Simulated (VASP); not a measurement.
Runs of VASP 6.6.1 on Mg. It takes space group P6_3/mmc (No. 194, hexagonal). Conventional cell: a = 3.195 Å, b = 3.195 Å, c = 5.188 Å, α = 90.00°, β = 90.00°, γ = 120.00°. Mg (site symmetry -6m2) has 12 Mg at 3.18 to 3.20 Å within 4.2 Å. 

```csv
k mesh,smearing,gap on the mesh (eV),pressure (GPa)
11 × 11 × 6,gaussian 0.3 eV,none,-0.1
11 × 11 × 6,fermi-dirac 0.3 eV,none,(a)
11 × 11 × 6,methfessel-paxton 0.1 eV,none,-0.2
3 × 3 × 2,fermi-dirac 0.1 eV,none,0.6
11 × 11 × 6,gaussian 0.6 eV,none,0.1
9 × 9 × 5,fermi-dirac 0.1 eV,none,-0.1
11 × 11 × 6,gaussian 0.2 eV,none,-0.1
11 × 11 × 6,fermi-dirac 0.01 eV,none,-0.2
```

Alike in all rows: task single point; level PBE; potentials or basis VASP PAW PBE potentials, release 64 (Mg); no spin polarisation; cell as given; cutoff (eV) 520.

**Question.** Estimate the missing entries.

**Answer.** (a) 0.2.

Caveats: some runs use coarse meshes.

A gap of «none» marks levels without a gap at the run's occupations.
